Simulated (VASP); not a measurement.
# MoS2 (P-3m1) in VASP: single point with LDA

Aim: the single point of MoS2 with LDA.

Program: VASP 6.6.1. These are calculated values, not measurements. Logs are shortened: lines on timing, memory, paths and dates and some standing lists are left out, and cuts for length are marked.

## 1. The cell of the first run

The structure is trigonal, space group P-3m1 (No. 164). Conventional cell: a = 3.227 Å, b = 3.227 Å, c = 6.312 Å, α = 90.00°, β = 90.00°, γ = 120.00°. Mo (site symmetry -3m) has 6 S at 2.42 Å within 3.2 Å. S (site symmetry 3m) has 3 Mo at 2.42 Å within 3.2 Å.

## 2. Single point, LDA

Input file INCAR:

```
SYSTEM = MoS2
PREC     = Accurate       ! precision mode
ENCUT    = 520            ! plane-wave cutoff, eV
EDIFF    = 1E-6           ! SCF threshold, eV
ISMEAR   = 0              ! smearing method
SIGMA    = 0.05           ! smearing width, eV
LREAL    = .False.        ! projectors in reciprocal space
LASPH    = .True.         ! aspherical terms in the spheres
NELM     = 60             ! most SCF steps
ALGO     = Normal         ! electronic algorithm
ISIF     = 2              ! what is computed and relaxed
LWAVE    = .False.        ! write WAVECAR
LCHARG   = .False.        ! write CHGCAR
GGA      = CA             ! functional
NBANDS   = 20             ! bands
```

Input file KPOINTS:

```
Automatic mesh
0
Gamma
  10 10 5
  0 0 0
```

Input file POSCAR:

```
MoS2
1.0
    3.2274645600      0.0000000000      0.0000000000
   -1.6137322800      2.7950663000      0.0000000000
    0.0000000000      0.0000000000      6.3124734200
Mo S
1 2
Direct
    0.0000000000      0.0000000000      0.5000000000
    0.3333333333      0.6666666667      0.2553193200
    0.6666666667      0.3333333333      0.7446806800
```

Potentials or basis: VASP PAW LDA potentials, release 64 (Mo_sv, S).

Launch:

```sh
cat potpaw_LDA.64/Mo_sv/POTCAR potpaw_LDA.64/S/POTCAR > POTCAR
mpirun -np 1 vasp_std > vasp.out
```

OUTCAR:

```text
SYSTEM = MoS2
   PREC = Accurate
   ENCUT = 520
   EDIFF = 1E-6
   ISMEAR = 0
   LREAL = .False.
   LASPH = .True.
   NELM = 60
   ISIF = 2
   GGA = CA

 ion  position               nearest neighbor table
   1  0.000  0.000  0.500-   2 2.42   3 2.42   3 2.42   2 2.42   3 2.42   2 2.42
   2  0.333  0.667  0.255-   1 2.42   1 2.42   1 2.42
   3  0.667  0.333  0.745-   1 2.42   1 2.42   1 2.42

  LATTYP: Found a hexagonal cell.
 ALAT       =     3.2274645600
 C/A-ratio  =     1.9558614208

  Lattice vectors:

 A1 = (   3.2274645600,   0.0000000000,   0.0000000000)
 A2 = (  -1.6137322800,   2.7950663000,   0.0000000000)
 A3 = (   0.0000000000,   0.0000000000,   6.3124734200)

Analysis of symmetry for initial positions (statically):
=====================================================================
 Subroutine PRICEL returns:
 Original cell was already a primitive cell.

 Routine SETGRP: Setting up the symmetry group for a
 hexagonal supercell.

 Subroutine GETGRP returns: Found 12 space group operations
 (whereof 12 operations were pure point group operations)
 out of a pool of 24 trial point group operations.

The static configuration has the point symmetry D_3d.

Analysis of symmetry for dynamics (positions and initial velocities):
=====================================================================
 Subroutine PRICEL returns:
 Original cell was already a primitive cell.

 Routine SETGRP: Setting up the symmetry group for a
 hexagonal supercell.

 Subroutine GETGRP returns: Found 12 space group operations
 (whereof 12 operations were pure point group operations)
 out of a pool of 24 trial point group operations.

The dynamic configuration has the point symmetry D_3d.

 Subroutine INISYM returns: Found 12 space group operations
 (whereof 12 operations are pure point group operations),
 and found     1 'primitive' translations

----------------------------------------------------------------------------------------

                                     Primitive cell

  volume of cell :      56.9447

  direct lattice vectors                    reciprocal lattice vectors
     3.227464560  0.000000000  0.000000000     0.309840738  0.178886633  0.000000000
    -1.613732280  2.795066300  0.000000000     0.000000000  0.357773266  0.000000000
     0.000000000  0.000000000  6.312473420     0.000000000  0.000000000  0.158416509

  length of vectors
     3.227464560  3.227464561  6.312473420     0.357773267  0.357773266  0.158416509

  position of ions in fractional coordinates (direct lattice)
     0.000000000  0.000000000  0.500000000
     0.333333333  0.666666667  0.255319320
     0.666666667  0.333333333  0.744680680

  ion indices of the primitive-cell ions
   primitive index   ion index
                 1           1
                 2           2
                 3           3

----------------------------------------------------------------------------------------

 KPOINTS: Automatic mesh

Automatic generation of k-mesh.
 Grid dimensions read from file:
 generate k-points for:   10   10    5

 Generating k-lattice:

  Cartesian coordinates                     Fractional coordinates (reciprocal lattice)
     0.030984074  0.017888663  0.000000000     0.100000000 -0.000000000  0.000000000
     0.000000000  0.035777327  0.000000000     0.000000000  0.100000000  0.000000000
     0.000000000  0.000000000  0.031683302     0.000000000  0.000000000  0.200000000

  Length of vectors
     0.035777327  0.035777327  0.031683302

  Shift w.r.t. Gamma in fractional coordinates (k-lattice)
     0.000000000  0.000000000  0.000000000

 Subroutine IBZKPT returns following result:
 ===========================================

 Found     58 irreducible k-points:

 Following reciprocal coordinates:
            Coordinates               Weight
  0.000000  0.000000  0.000000      1.000000
  0.100000  0.000000  0.000000      6.000000
  0.200000  0.000000  0.000000      6.000000
  0.300000  0.000000  0.000000      6.000000
  0.400000  0.000000  0.000000      6.000000
  0.500000  0.000000  0.000000      3.000000
[... 16 lines left out ...]
  0.000000  0.400000  0.200000      6.000000
  0.500000  0.000000  0.200000      6.000000
 [... further k-points ...]
   k-points           NKPTS =     58   k-points in BZ     NKDIM =     58   number of bands    NBANDS=     20
   number of dos      NEDOS =    301   number of ions     NIONS =      3
   total plane-waves  NPLWV =  27648
   dimension x,y,z NGX =    24 NGY =   24 NGZ =   48
   dimension x,y,z NGXF=    48 NGYF=   48 NGZF=   96
   ions per type =               1   2
   NGX,Y,Z   is equivalent  to a cutoff of  12.36, 12.36, 12.64 a.u.
   NGXF,Y,Z  is equivalent  to a cutoff of  24.72, 24.72, 25.28 a.u.
 SYSTEM =  MoS2
   PREC   = accura    normal or accurate (medium, high low for compatibility)
   ISTART =      0    job   : 0-new  1-cont  2-samecut
   ICHARG =      2    charge: 1-file 2-atom 10-const
   ISPIN  =      1    spin polarized calculation?
   LNONCOLLINEAR =      F non collinear calculations
   LSORBIT =      F    spin-orbit coupling
   LASPH  =      T    aspherical Exc in radial PAW
   ENCUT  =  520.0 eV  38.22 Ry    6.18 a.u.   6.00  6.00 11.74*2*pi/ulx,y,z
   NELM   =     60;   NELMIN=  2; NELMDL= -5     # of ELM steps
   EDIFF  = 0.1E-05   stopping-criterion for ELM
   LREAL  =      F    real-space projection
   EDIFFG = 0.1E-04   stopping-criterion for IOM
   NSW    =      0    number of steps for IOM
   IBRION =     -1    ionic relax: 0-MD 1-quasi-New 2-CG
   NFREE  =      0    steps in history (QN), initial steepest desc. (CG)
   ISIF   =      2    stress and relaxation
   ISYM   =      2    0-nonsym 1-usesym 2-fastsym
   POTIM  = 0.5000    time-step for ionic-motion
   TEBEG  =    0.0;   TEEND  =   0.0 temperature during run
   PSTRESS=    0.0 pullay stress
   NELECT =      26.0000    total number of electrons
   NUPDOWN=      -1.0000    fix difference up-down
   EMIN   =  10.00;   EMAX   =-10.00  energy-range for DOS
   EFERMI =   0.00;   METHOD = LEGACY
   ISMEAR =     0;   SIGMA  =   0.05  broadening in eV -4-tet -1-fermi 0-gaus
   EFERMI_NEDOS =   21; number of points for ismear=-14 and -15
   IALGO  =     38    algorithm
   IMIX   =      4    mixing-type and parameters
     AMIX     =   0.40;   BMIX     =  1.00
     AMIX_MAG =   1.60;   BMIX_MAG =  1.00
  volume/ion in A,a.u.               =      18.98       128.09
  Fermi-wavevector in a.u.,A,eV,Ry     =   1.260612  2.382212 21.621610  1.589144
  Thomas-Fermi vector in A             =   2.394113
   LORBIT       =      0    0 simple, 1 ext, 2 COOP (PROOUT), +10 PAW based schemes
   GGA     = CA    functional components
   LHFCALC =     F    Hartree Fock is set to
   AEXX    =    0.0000 exact exchange contribution
   IVDW    =     0    specifies the selected vdW correction
   LEPSILON=     F    determine dielectric tensor
   LRPA    =     F    only Hartree local field effects (RPA)
 non-spin polarized calculation
 Gauss-broadening in eV      SIGMA  =   0.05
  energy-cutoff  :      520.00
  volume of cell :       56.94
 maximum number of plane-waves:      1556
   NGX = 13   NGY = 13   NGZ = 23

 number of electron      26.0000000 magnetization

 Free energy of the ion-electron system (eV)
  ---------------------------------------------------
  ext. energy  EPLUGINS =         0.00000000
  ---------------------------------------------------
  free energy    TOTEN  =       -23.54842679 eV

  energy without entropy =      -23.54777505  energy(sigma->0) =      -23.54810092

 E-fermi :   6.8457     XC(G=0): -10.7682

 val. band max:        6.7673343146   @ k =   0.2000   0.2000   0.4000
 cond. band min:       6.8813630455   @ k =   0.1000   0.0000   0.2000
 fundamental gap:      0.1140287310
 Fermi energy:         6.8457076093

 k-point     1 :       0.0000    0.0000    0.0000
  band No.  band energies     occupation
      1     -54.6715      2.00000
      2     -28.8996      2.00000
      3     -28.8632      2.00000
      4     -28.8632      2.00000
      5      -7.9985      2.00000
      6      -6.5302      2.00000
[... 12 lines left out ...]
     19      12.7701      0.00000
     20      16.3119      0.00000

 k-point     2 :       0.1000    0.0000    0.0000
  band No.  band energies     occupation
      1     -54.6684      2.00000
      2     -28.8957      2.00000
      3     -28.8930      2.00000
      4     -28.8706      2.00000
      5      -7.8470      2.00000
      6      -6.4989      2.00000
[... 12 lines left out ...]
     19      13.5192      0.00000
     20      15.8644      0.00000

 k-point     3 :       0.2000    0.0000    0.0000
  band No.  band energies     occupation
      1     -54.6603      2.00000
      2     -28.9793      2.00000
      3     -28.8899      2.00000
      4     -28.8767      2.00000
      5      -7.4255      2.00000
      6      -6.4121      2.00000
[... 12 lines left out ...]
     19      14.3983      0.00000
     20      15.5002      0.00000

 k-point     4 :       0.3000    0.0000    0.0000
  band No.  band energies     occupation
      1     -54.6503      2.00000
      2     -29.0813      2.00000
      3     -28.9137      2.00000
      4     -28.8561      2.00000
      5      -6.8576      2.00000
      6      -6.2676      2.00000
[... 12 lines left out ...]
     19      13.9561      0.00000
     20      14.5394      0.00000

 k-point     5 :       0.4000    0.0000    0.0000
  band No.  band energies     occupation
      1     -54.6422      2.00000
      2     -29.1627      2.00000
      3     -28.9328      2.00000
      4     -28.8395      2.00000
      5      -6.4750      2.00000
      6      -5.9579      2.00000
[... 12 lines left out ...]
     19      13.4234      0.00000
     20      14.5782      0.00000
[... 353 lines left out ...]
      6      -6.3664      2.00000
[... 12 lines left out ...]
     19      14.4147      0.00000
     20      14.5043      0.00000

 k-point    22 :       0.4000    0.0000    0.2000
  band No.  band energies     occupation
      1     -54.6422      2.00000
      2     -29.1627      2.00000
      3     -28.9328      2.00000
      4     -28.8395      2.00000
      5      -6.5288      2.00000
      6      -5.8833      2.00000
[... 12 lines left out ...]
     19      13.0221      0.00000
     20      15.4744      0.00000

 k-point    23 :       0.0000    0.4000    0.2000
  band No.  band energies     occupation
      1     -54.6422      2.00000
      2     -29.1627      2.00000
      3     -28.9328      2.00000
      4     -28.8395      2.00000
      5      -6.4400      2.00000
      6      -6.0019      2.00000
[... 12 lines left out ...]
     19      13.3207      0.00000
     20      14.3368      0.00000

 k-point    24 :       0.5000    0.0000    0.2000
  band No.  band energies     occupation
      1     -54.6391      2.00000
      2     -29.1934      2.00000
      3     -28.9401      2.00000
      4     -28.8331      2.00000
      5      -6.4184      2.00000
      6      -5.6933      2.00000
[... 12 lines left out ...]
     19      13.0864      0.00000
     20      14.4014      0.00000

 [... further k-points ...]

------------------------ aborting loop because EDIFF is reached ----------------------------------------

  FORCE on cell =-STRESS in cart. coord.  units (eV):
  Direction    XX          YY          ZZ          XY          YZ          ZX
  --------------------------------------------------------------------------------------
  -------------------------------------------------------------------------------------
  Total       -2.5008580     -2.5008581     -1.1980699     -0.0000000      0.0000000      0.0000000
  in kB      -70.3633431    -70.3633431    -33.7085133     -0.0000000      0.0000000      0.0000000
  external PRESSURE =     -58.1450665 kB  Pullay stress =       0.0000000 kB

 VOLUME and BASIS-vectors are now :
 -----------------------------------------------------------------------------
  energy-cutoff  :      520.00
  volume of cell :       56.94
      direct lattice vectors                 reciprocal lattice vectors
     3.227464560  0.000000000  0.000000000     0.309840738  0.178886633  0.000000000
    -1.613732280  2.795066300  0.000000000     0.000000000  0.357773266  0.000000000
     0.000000000  0.000000000  6.312473420     0.000000000  0.000000000  0.158416509

 POSITION                                       TOTAL-FORCE (eV/Angst)
 -----------------------------------------------------------------------------------
      0.00000      0.00000      3.15624        -0.000000      0.000000      0.000000
     -0.00000      1.86338      1.61170        -0.000000      0.000000      0.135510
      1.61373      0.93169      4.70078         0.000000      0.000000     -0.135510
 -----------------------------------------------------------------------------------
    total drift:                                0.000000     -0.000000      0.000000

  FREE ENERGIE OF THE ION-ELECTRON SYSTEM (eV)
  ---------------------------------------------------
  free  energy   TOTEN  =       -23.5484267905 eV

  energy  without entropy=      -23.5477750520  energy(sigma->0) =      -23.54810092
```

Run time: 34 s. Hardware: 1 thread of Intel Xeon Platinum 8375C at 2.90GHz (Ice Lake), shared host; peak memory 0.19 GiB.

What came out:

```yaml
Free_energy: -23.5484 eV
Pressure: -5.8 GPa
Largest_force: 0.136 eV/Å
Band_gap_on_the_k_mesh: zero (band 13 reaches 7.16 eV, above the bottom of band 14 at 6.40 eV)
```

Forces on the atoms (eV/Å):
```
Mo   0.000  0.000  0.000
S    0.000  0.000  0.136
S    0.000  0.000 -0.136
```
